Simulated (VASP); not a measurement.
The system is HfB4.

```xyz
5
Lattice="1.7229 0.9947 4.5638 -1.7229 0.9947 4.5638 0.0000 -1.9894 4.5638" Properties=species:S:1:pos:R:3 pbc="T T T"
Hf    0.0000    0.0000    6.8457
B     0.0000    0.0000    8.8911
B     0.0000    0.0000    4.8002
B     0.0000    0.0000   10.8995
B     0.0000    0.0000    2.7919
```

```yaml
Program: VASP 6.6.1
Task: relaxation of cell and atoms
Functional: PBE
Potentials_or_basis: VASP PAW PBE potentials, release 64 (Hf_pv, B)
Cutoff: 600 eV
k_mesh: 6 × 6 × 6
Occupations: gaussian, width 0.1 eV
Spin: no spin polarisation
```

At the start: pressure 50.8 GPa; volume 9.39 Å³/atom.

**Question.** How do energy, volume and symmetry change on relaxing?

**Answer.** Over 17 steps the energy falls by 984.9 meV/atom and the volume is 11.57 Å³/atom (+23.3 %); space group R-3m (No. 166, to 0.05 Å).

Step by step:
| step | energy change (eV) | largest force (eV/Å) | pressure (GPa) | volume (Å³) |
| --- | --- | --- | --- | --- |
| 1 | 0.0000 | 7.0854 | 50.75 | 46.93 |
| 2 | -3.9168 | 1.3424 | -17.26 | 70.14 |
| 3 | -4.1337 | 2.2546 | -12.17 | 64.06 |
| 4 | -4.2060 | 4.1644 | 6.50 | 58.92 |
| 5 | -4.5704 | 0.9063 | -3.84 | 61.07 |
| 6 | -4.5710 | 0.9846 | -3.56 | 60.99 |
| 7 | -4.6980 | 0.6515 | 0.12 | 58.59 |
| 8 | -4.7160 | 0.4879 | 2.24 | 57.41 |
| 9 | -4.7905 | 0.4941 | 1.42 | 57.72 |
| 10 | -4.8700 | 0.3882 | -0.29 | 58.38 |
| 11 | -4.9160 | 0.3851 | -0.60 | 58.37 |
| 12 | -4.9161 | 0.3856 | -0.60 | 58.37 |
| 13 | -4.9158 | 0.4274 | -0.74 | 57.87 |
| 14 | -4.9219 | 0.1619 | -0.71 | 58.13 |
| 15 | -4.9227 | 0.0425 | 1.05 | 57.46 |
| 16 | -4.9238 | 0.0573 | 0.27 | 57.75 |
| 17 | -4.9245 | 0.0370 | 0.06 | 57.85 |

Final structure:
```cif
data_structure
_symmetry_space_group_name_H-M 'P 1'
_symmetry_Int_Tables_number 1
_cell_length_a 5.1205
_cell_length_b 5.1205
_cell_length_c 5.1205
_cell_angle_alpha 43.559
_cell_angle_beta 43.559
_cell_angle_gamma 43.559
_cell_volume 57.85
loop_
_atom_site_label
_atom_site_type_symbol
_atom_site_fract_x
_atom_site_fract_y
_atom_site_fract_z
_atom_site_occupancy
Hf1 Hf 0.50000 0.50000 0.50000 1
B1 B 0.68301 0.68301 0.68301 1
B2 B 0.31699 0.31699 0.31699 1
B3 B 0.79953 0.79953 0.79953 1
B4 B 0.20047 0.20047 0.20047 1
```

Caveat: the volume moved by over 15 % at a fixed basis, so the end points are rough.
